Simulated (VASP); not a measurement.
Wanted: the native input for a VASP 6.6.1 run.

```
Task                   : single point
Functional             : PBE
Potentials or basis    : VASP PAW PBE potentials, release 64 (Li_sv, Os)
Cutoff                 : 520 eV
k mesh                 : 12 × 12 × 12
Occupations            : gaussian, width 0.1 eV
Spin                   : no spin polarisation
Dipole correction      : no
Further INCAR settings : ALGO = Normal; EDIFF = 1e-06; NBANDS = 16
```

The structure of Li3Os lies in POSCAR:

```
Li3Os
1.0
    3.7315118185      0.0000000000      0.0000000000
    0.0000000000      3.7315118185      0.0000000000
    0.0000000000      0.0000000000      3.7315118185
Li Os
3 1
Direct
    0.0000000000      0.5000000000      0.5000000000
    0.5000000000      0.0000000000      0.5000000000
    0.5000000000      0.5000000000      0.0000000000
    0.0000000000      0.0000000000      0.0000000000
```

The input as run:

INCAR

```
SYSTEM = Li3Os
PREC = Accurate ; ENCUT = 520
EDIFF = 1E-6 ; ISMEAR = 0
SIGMA = 0.1 ; LREAL = .False.
LASPH = .True. ; NELM = 60
ALGO = Normal ; ISIF = 2
LWAVE = .False. ; LCHARG = .False.
GGA = PE ; NBANDS = 16
```

KPOINTS

```
regular mesh
0
Gamma
  12 12 12
  0 0 0
```

Potentials or basis: VASP PAW PBE potentials, release 64 (Li_sv, Os).

Launch:

```console
$ cat potpaw_PBE.64/Li_sv/POTCAR potpaw_PBE.64/Os/POTCAR > POTCAR
$ mpirun -np 1 vasp_std > vasp.out
```

Run time: 93 s on 1 thread of Intel(R) Xeon(R) Platinum 8375C CPU @ 2.90GHz (Ice Lake), on a shared host, peak memory 0.2 GiB.
